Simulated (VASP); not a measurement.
Input of a VASP 6.6.1 run:

Contents of INCAR:

```
PREC = Accurate
ENCUT = 520
EDIFF = 1E-7
ISMEAR = 0
SIGMA = 0.05
LREAL = Auto
LASPH = T
NELM = 80
ALGO = Normal
ISIF = 2
LWAVE = F
LCHARG = T
LDIPOL = T
IDIPOL = 3
DIPOL = 0.5 0.5 0.356
GGA = CA
LELF = T
LVHAR = T
LVACPOTAV = T
NBANDS = 115
```

The input KPOINTS:

```
regular mesh
0
Gamma
  6 3 1
```

File POSCAR:

```
Ge7H2
1.0
    3.9752292141      0.0000000000      0.0000000000
    0.0000000000      7.9504584281      0.0000000000
    0.0000000000      0.0000000000     22.1891745247
Ge H
14 4
Direct
    0.0000000000      0.2500000000      0.2211186323
    0.0000000000      0.7500000000      0.2211186323
    0.0000000000      0.5000000000      0.2844583372
    0.0000000000      0.0000000000      0.2844583372
    0.5000000000      0.5000000000      0.3477980422
    0.5000000000      0.0000000000      0.3477980422
    0.5000000000      0.7536115276      0.4113367780
    0.5000000000      0.2476498407      0.4064143315
    0.0000000000      0.7562380496      0.4745710858
    0.0000000000      0.2498911882      0.4656468626
    0.0000000000      0.0082313522      0.5393938243
    0.0000000000      0.4942501807      0.5294488104
    0.5000000000      0.1565817851      0.5695623682
    0.5000000000      0.4542270729      0.5899777288
   -0.3085651772      0.2500000000      0.1796750369
    0.3085651772      0.2500000000      0.1796750369
    0.3079205199      0.7500000000      0.1794214520
   -0.3079205199      0.7500000000      0.1794214520
```

Potentials or basis: VASP PAW LDA potentials, release 64 (Ge_d, H).

The run is started by

```console
$ cat potpaw_LDA.64/Ge_d/POTCAR potpaw_LDA.64/H/POTCAR > POTCAR
$ mpirun -np 1 vasp_std > vasp.out
```

Problem. Estimate the band gap on the k mesh.

Solution. 0.11 eV, indirect (least direct gap 0.60 eV).

Problem. What does it give for the largest force?

Solution. 0.956 eV/Å.

Forces in eV/Å, atoms in the order of the input:
```
Ge   0.000 -0.047  0.345
Ge   0.000  0.030  0.248
Ge   0.000  0.161 -0.248
Ge   0.000 -0.137 -0.220
Ge   0.000  0.242 -0.232
Ge   0.000 -0.263 -0.671
Ge   0.000  0.010 -0.001
Ge   0.000 -0.011 -0.002
Ge   0.000 -0.008  0.002
Ge   0.000  0.010 -0.013
Ge   0.000 -0.011  0.015
Ge   0.000 -0.011  0.007
Ge   0.000  0.011 -0.147
Ge   0.000  0.011  0.956
H   -0.015  0.018 -0.016
H    0.015  0.018 -0.016
H   -0.002 -0.013 -0.003
H    0.002 -0.013 -0.003
```
